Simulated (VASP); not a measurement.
# Bi (P6_3/mmc) in VASP: notebook

Bi is run at these levels: PBEsol; tasks: electric field gradients.

Everything below comes from runs of VASP 6.6.1. Logs are shortened: lines on timing, memory, paths and dates and some standing lists are left out, and cuts for length are marked.

## 1. The cell of the first run

Symmetry: P6_3/mmc, No. 194, hexagonal system. Conventional cell: a = 4.554 Å, b = 4.554 Å, c = 11.868 Å, α = 90.00°, β = 90.00°, γ = 120.00°.

This isn't the form of Bi at room conditions, which is rhombohedral.

## 2. Electric field gradients, PBEsol (106.58 Å³/atom)

Input file INCAR:

```
PREC = Accurate ; ENCUT = 520
EDIFF = 1E-8 ; ISMEAR = -1
SIGMA = 0.03 ; LREAL = False
LASPH = True ; NELM = 80
ALGO = Normal ; ISIF = 2
LWAVE = False ; LCHARG = False
GGA = PS ; LEFG = True
NBANDS = 22
```

Input file KPOINTS:

```
Automatic mesh
0
Gamma
  9 9 3
```

Input file POSCAR:

```
Bi
1.0
    4.5540801457      0.0000000000      0.0000000000
   -2.2770400729      3.9439490971      0.0000000000
    0.0000000000      0.0000000000     11.8682992920
Bi
2
Direct
    0.3333333333      0.6666666667      0.2500000000
    0.6666666667      0.3333333333      0.7500000000
```

Potentials or basis: VASP PAW PBE potentials, release 64 (Bi_d).

Launch:

```bash
> cat potpaw_PBE.64/Bi_d/POTCAR > POTCAR
> mpirun -np 1 vasp_std > vasp.out
```

OUTCAR:

```text
PREC = Accurate
   ENCUT = 520
   EDIFF = 1E-8
   ISMEAR = -1
   LREAL = False
   LASPH = True
   NELM = 80
   ISIF = 2
   GGA = PS

 ion  position               nearest neighbor table
   1  0.333  0.667  0.250-
   2  0.667  0.333  0.750-

  LATTYP: Found a hexagonal cell.
 ALAT       =     4.5540801457
 C/A-ratio  =     2.6060804624

  Lattice vectors:

 A1 = (   4.5540801457,   0.0000000000,   0.0000000000)
 A2 = (  -2.2770400729,   3.9439490971,   0.0000000000)
 A3 = (   0.0000000000,   0.0000000000,  11.8682992920)

Analysis of symmetry for initial positions (statically):
=====================================================================
 Subroutine PRICEL returns:
 Original cell was already a primitive cell.

 Routine SETGRP: Setting up the symmetry group for a
 hexagonal supercell.

 Subroutine GETGRP returns: Found 24 space group operations
 (whereof 12 operations were pure point group operations)
 out of a pool of 24 trial point group operations.

The static configuration has the point symmetry D_3d.
 The point group associated with its full space group is D_6h.

Analysis of symmetry for dynamics (positions and initial velocities):
=====================================================================
 Subroutine PRICEL returns:
 Original cell was already a primitive cell.

 Routine SETGRP: Setting up the symmetry group for a
 hexagonal supercell.

 Subroutine GETGRP returns: Found 24 space group operations
 (whereof 12 operations were pure point group operations)
 out of a pool of 24 trial point group operations.

The dynamic configuration has the point symmetry D_3d.
 The point group associated with its full space group is D_6h.

 Subroutine INISYM returns: Found 24 space group operations
 (whereof 12 operations are pure point group operations),
 and found     1 'primitive' translations

----------------------------------------------------------------------------------------

                                     Primitive cell

  volume of cell :     213.1672

  direct lattice vectors                    reciprocal lattice vectors
     4.554080146  0.000000000  0.000000000     0.219583312  0.126776484  0.000000000
    -2.277040073  3.943949097  0.000000000     0.000000000  0.253552968  0.000000000
     0.000000000  0.000000000 11.868299292     0.000000000  0.000000000  0.084258071

  length of vectors
     4.554080146  4.554080146 11.868299292     0.253552968  0.253552968  0.084258071

  position of ions in fractional coordinates (direct lattice)
     0.333333333  0.666666667  0.250000000
     0.666666667  0.333333333  0.750000000

  ion indices of the primitive-cell ions
   primitive index   ion index
                 1           1
                 2           2

----------------------------------------------------------------------------------------

 KPOINTS: Automatic mesh

Automatic generation of k-mesh.
 Grid dimensions read from file:
 generate k-points for:    9    9    3

 Generating k-lattice:

  Cartesian coordinates                     Fractional coordinates (reciprocal lattice)
     0.024398146  0.014086276  0.000000000     0.111111111  0.000000000  0.000000000
     0.000000000  0.028172552  0.000000000     0.000000000  0.111111111  0.000000000
     0.000000000  0.000000000  0.028086024     0.000000000  0.000000000  0.333333333

  Length of vectors
     0.028172552  0.028172552  0.028086024

  Shift w.r.t. Gamma in fractional coordinates (k-lattice)
     0.000000000  0.000000000  0.000000000

 Subroutine IBZKPT returns following result:
 ===========================================

 Found     24 irreducible k-points:

 Following reciprocal coordinates:
            Coordinates               Weight
  0.000000  0.000000  0.000000      1.000000
  0.111111  0.000000  0.000000      6.000000
  0.222222  0.000000  0.000000      6.000000
  0.333333  0.000000  0.000000      6.000000
  0.444444  0.000000  0.000000      6.000000
  0.111111  0.111111  0.000000      6.000000
[... 16 lines left out ...]
  0.333333  0.222222  0.333333     24.000000
  0.333333  0.333333  0.333333      4.000000
   k-points           NKPTS =     24   k-points in BZ     NKDIM =     24   number of bands    NBANDS=     22
   number of dos      NEDOS =    301   number of ions     NIONS =      2
   total plane-waves  NPLWV = 116640
   dimension x,y,z NGX =    36 NGY =   36 NGZ =   90
   dimension x,y,z NGXF=    72 NGYF=   72 NGZF=  180
   ions per type =               2
   NGX,Y,Z   is equivalent  to a cutoff of  13.14, 13.14, 12.61 a.u.
   NGXF,Y,Z  is equivalent  to a cutoff of  26.28, 26.28, 25.21 a.u.
 SYSTEM =  unknown system
   PREC   = accura    normal or accurate (medium, high low for compatibility)
   ISTART =      0    job   : 0-new  1-cont  2-samecut
   ICHARG =      2    charge: 1-file 2-atom 10-const
   ISPIN  =      1    spin polarized calculation?
   LNONCOLLINEAR =      F non collinear calculations
   LSORBIT =      F    spin-orbit coupling
   LASPH  =      T    aspherical Exc in radial PAW
   ENCUT  =  520.0 eV  38.22 Ry    6.18 a.u.   8.47  8.47 22.07*2*pi/ulx,y,z
   NELM   =     80;   NELMIN=  2; NELMDL= -5     # of ELM steps
   EDIFF  = 0.1E-07   stopping-criterion for ELM
   LREAL  =      F    real-space projection
   EDIFFG = 0.1E-06   stopping-criterion for IOM
   NSW    =      0    number of steps for IOM
   IBRION =     -1    ionic relax: 0-MD 1-quasi-New 2-CG
   NFREE  =      0    steps in history (QN), initial steepest desc. (CG)
   ISIF   =      2    stress and relaxation
   ISYM   =      2    0-nonsym 1-usesym 2-fastsym
   POTIM  = 0.5000    time-step for ionic-motion
   TEBEG  =    0.0;   TEEND  =   0.0 temperature during run
   PSTRESS=    0.0 pullay stress
   NELECT =      30.0000    total number of electrons
   NUPDOWN=      -1.0000    fix difference up-down
   EMIN   =  10.00;   EMAX   =-10.00  energy-range for DOS
   EFERMI =   0.00;   METHOD = LEGACY
   ISMEAR =    -1;   SIGMA  =   0.03  broadening in eV -4-tet -1-fermi 0-gaus
   EFERMI_NEDOS =   21; number of points for ismear=-14 and -15
   IALGO  =     38    algorithm
   IMIX   =      4    mixing-type and parameters
     AMIX     =   0.40;   BMIX     =  1.00
     AMIX_MAG =   1.60;   BMIX_MAG =  1.00
  volume/ion in A,a.u.               =     106.58       719.26
  Fermi-wavevector in a.u.,A,eV,Ry     =   0.851547  1.609190  9.866015  0.725132
  Thomas-Fermi vector in A             =   1.967696
   LORBIT       =      0    0 simple, 1 ext, 2 COOP (PROOUT), +10 PAW based schemes
   GGA     = PS    functional components
   LHFCALC =     F    Hartree Fock is set to
   AEXX    =    0.0000 exact exchange contribution
   IVDW    =     0    specifies the selected vdW correction
   LEPSILON=     F    determine dielectric tensor
   LRPA    =     F    only Hartree local field effects (RPA)
 non-spin polarized calculation
  energy-cutoff  :      520.00
  volume of cell :      213.17
 maximum number of plane-waves:      5811
 NGX is ok and might be reduce to    36
   NGX = 17   NGY = 17   NGZ = 45

 number of electron      29.9999990 magnetization

 Free energy of the ion-electron system (eV)
  ---------------------------------------------------
  ext. energy  EPLUGINS =         0.00000000
  ---------------------------------------------------
  free energy    TOTEN  =        -3.33334575 eV

  energy without entropy =       -3.31165403  energy(sigma->0) =       -3.32249989

 E-fermi :  -1.1904     XC(G=0):  -5.3936

 val. band max:       -1.2137318032   @ k =   0.2222   0.2222   0.3333
 cond. band min:      -1.1891706790   @ k =   0.3333   0.0000   0.3333
 fundamental gap:      0.0245611242
 Fermi energy:        -1.1904000551

 k-point     1 :       0.0000    0.0000    0.0000
  band No.  band energies     occupation
      1     -23.9620      2.00000
      2     -23.9620      2.00000
      3     -23.9567      2.00000
      4     -23.9567      2.00000
      5     -23.9567      2.00000
      6     -23.9567      2.00000
[... 14 lines left out ...]
     21       4.4740      0.00000
     22       4.6480      0.00000

 k-point     2 :       0.1111    0.0000    0.0000
  band No.  band energies     occupation
      1     -23.9616      2.00000
      2     -23.9616      2.00000
      3     -23.9569      2.00000
      4     -23.9569      2.00000
      5     -23.9568      2.00000
      6     -23.9567      2.00000
[... 14 lines left out ...]
     21       4.6033      0.00000
     22       4.8793      0.00000

 k-point     3 :       0.2222    0.0000    0.0000
  band No.  band energies     occupation
      1     -23.9606      2.00000
      2     -23.9606      2.00000
      3     -23.9576      2.00000
      4     -23.9576      2.00000
      5     -23.9569      2.00000
      6     -23.9569      2.00000
[... 14 lines left out ...]
     21       4.5330      0.00000
     22       5.1270      0.00000

 k-point     4 :       0.3333    0.0000    0.0000
  band No.  band energies     occupation
      1     -23.9598      2.00000
      2     -23.9597      2.00000
      3     -23.9584      2.00000
      4     -23.9584      2.00000
      5     -23.9571      2.00000
      6     -23.9571      2.00000
[... 14 lines left out ...]
     21       4.2826      0.00000
     22       4.8089      0.00000

 k-point     5 :       0.4444    0.0000    0.0000
  band No.  band energies     occupation
      1     -23.9593      2.00000
      2     -23.9593      2.00000
      3     -23.9589      2.00000
      4     -23.9589      2.00000
      5     -23.9573      2.00000
      6     -23.9573      2.00000
[... 417 lines left out ...]
 k-point    22 :       0.2222    0.2222    0.3333
  band No.  band energies     occupation
      1     -23.9589      2.00000
      2     -23.9589      2.00000
      3     -23.9584      2.00000
      4     -23.9584      2.00000
      5     -23.9575      2.00000
      6     -23.9575      2.00000
[... 14 lines left out ...]
     21       5.2576      0.00000
     22       5.5844      0.00000

 k-point    23 :       0.3333    0.2222    0.3333
  band No.  band energies     occupation
      1     -23.9586      2.00000
      2     -23.9586      2.00000
      3     -23.9583      2.00000
      4     -23.9583      2.00000
      5     -23.9578      2.00000
      6     -23.9578      2.00000
[... 14 lines left out ...]
     21       4.9402      0.00000
     22       5.3574      0.00000

 k-point    24 :       0.3333    0.3333    0.3333
  band No.  band energies     occupation
      1     -23.9583      2.00000
      2     -23.9583      2.00000
      3     -23.9583      2.00000
      4     -23.9583      2.00000
      5     -23.9579      2.00000
      6     -23.9579      2.00000
[... 14 lines left out ...]
     21       4.3712      0.00000
     22       4.8722      0.00000

------------------------ aborting loop because EDIFF is reached ----------------------------------------

  FORCE on cell =-STRESS in cart. coord.  units (eV):
  Direction    XX          YY          ZZ          XY          YZ          ZX
  --------------------------------------------------------------------------------------
  -------------------------------------------------------------------------------------
  Total       -6.7290324     -6.7290324     -0.5138484      0.0000000      0.0000000     -0.0000000
  in kB      -50.5757977    -50.5757977     -3.8621147      0.0000000      0.0000000     -0.0000000
  external PRESSURE =     -35.0045701 kB  Pullay stress =       0.0000000 kB

 VOLUME and BASIS-vectors are now :
 -----------------------------------------------------------------------------
  energy-cutoff  :      520.00
  volume of cell :      213.17
      direct lattice vectors                 reciprocal lattice vectors
     4.554080146  0.000000000  0.000000000     0.219583312  0.126776484  0.000000000
    -2.277040073  3.943949097  0.000000000     0.000000000  0.253552968  0.000000000
     0.000000000  0.000000000 11.868299292     0.000000000  0.000000000  0.084258071

 POSITION                                       TOTAL-FORCE (eV/Angst)
 -----------------------------------------------------------------------------------
     -0.00000      2.62930      2.96707        -0.000000      0.000000      0.000000
      2.27704      1.31465      8.90122         0.000000     -0.000000      0.000000
 -----------------------------------------------------------------------------------
    total drift:                               -0.000000      0.000000      0.000000

  FREE ENERGIE OF THE ION-ELECTRON SYSTEM (eV)
  ---------------------------------------------------
  free  energy   TOTEN  =        -3.3333457479 eV

  energy  without entropy=       -3.3116540322  energy(sigma->0) =       -3.32249989

 Electric field gradients (V/A^2)
---------------------------------------------------------------------
 ion       V_xx      V_yy      V_zz      V_xy      V_xz      V_yz
---------------------------------------------------------------------
   1      63.538    63.539  -127.076     0.001     0.000    -0.000
   2      63.538    63.539  -127.076     0.001    -0.000     0.000
---------------------------------------------------------------------

 Electric field gradients after diagonalization (V/A^2)
 (convention: |V_zz| > |V_xx| > |V_yy|)
----------------------------------------------------------------------
 ion       V_xx      V_yy      V_zz     asymmetry (V_yy - V_xx)/ V_zz
----------------------------------------------------------------------
   1      63.539    63.537  -127.076       0.000
   2      63.539    63.537  -127.076       0.000
----------------------------------------------------------------------

           NMR quadrupolar parameters

 Cq : quadrupolar parameter    Cq=e*Q*V_zz/h
 eta: asymmetry parameters     (V_yy - V_xx)/ V_zz
 Q  : nuclear electric quadrupole moment in mb (millibarn)
----------------------------------------------------------------------
 ion       Cq(MHz)       eta       Q (mb)
----------------------------------------------------------------------
   1      -0.307       0.000       1.000
   2      -0.307       0.000       1.000
----------------------------------------------------------------------
```

It took 62 s on 1 thread of Intel Xeon 6975P-C (Granite Rapids), shared host; peak memory 0.35 GiB.

Results:

```
Free energy                             : -3.3333 eV
Pressure                                : -3.5 GPa
Band gap on the k mesh                  : zero (bands 15 and 16 overlap by 2.10 eV)
Largest electric field gradient by atom : Bi -127.1 V/Å²
```

Stress tensor (GPa, compression positive):
```
-5.06  0.00  0.00
 0.00 -5.06  0.00
 0.00  0.00 -0.39
```

Electric field gradients, principal values (V/Å²):
```
atom   least  middle  greatest (by size)
1 Bi  63.537  63.539            -127.076
2 Bi  63.537  63.539            -127.076
```

Caveat: the cell stands under tension; without QUAD_EFG the Cq values of the log hold for a quadrupole moment of 1 mb, not for the nuclei; the PAW data sets were made with another functional, which shifts forces and pressure a little; spin-orbit coupling is left out, which moves the levels of the heavy elements.

[end of part 1 of 2]
